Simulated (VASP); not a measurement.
InSb3, 4 atoms in the cell. Symmetry: Pm-3m, No. 221, cubic system. Conventional cell: a = 4.774 Å, b = 4.774 Å, c = 4.774 Å, α = 90.00°, β = 90.00°, γ = 90.00°. Sb (site symmetry 4/mmm) has 8 Sb at 3.38 Å and 4 In at 3.38 Å within 4.4 Å. Within 4.4 Å of In (site symmetry m-3m) lie 12 Sb at 3.38 Å.  This cell differs from its parent crystal: volume scaled by 0.98.

| Quantity | Value |
| --- | --- |
| Program | VASP 6.6.1 |
| Task | single point |
| Functional | LDA |
| Potentials or basis | VASP PAW LDA potentials, release 64 (Sb, In_d) |
| Cutoff | 520 eV |
| k mesh | 6 × 6 × 6 |
| Occupations | fermi-dirac, width 0.05 eV |
| Spin | no spin polarisation |
| Dipole correction | no |
| Further INCAR settings | ALGO = Normal; EDIFF = 1e-06; NBANDS = 22 |

Potentials or basis: VASP PAW LDA potentials, release 64 (Sb, In_d).

Run with:

```console
$ cat potpaw_LDA.64/Sb/POTCAR potpaw_LDA.64/In_d/POTCAR > POTCAR
$ mpirun -np 1 vasp_std > vasp.out
```

Hardware: 1 thread of Intel Xeon 6455B (shared host).

Question: Estimate the wall time of this run.

Answer: Wall time 21 s on 1 thread of Intel Xeon 6455B, on a shared host, peak memory 0.19 GiB. Counts: scf iterations 10, k points 20.
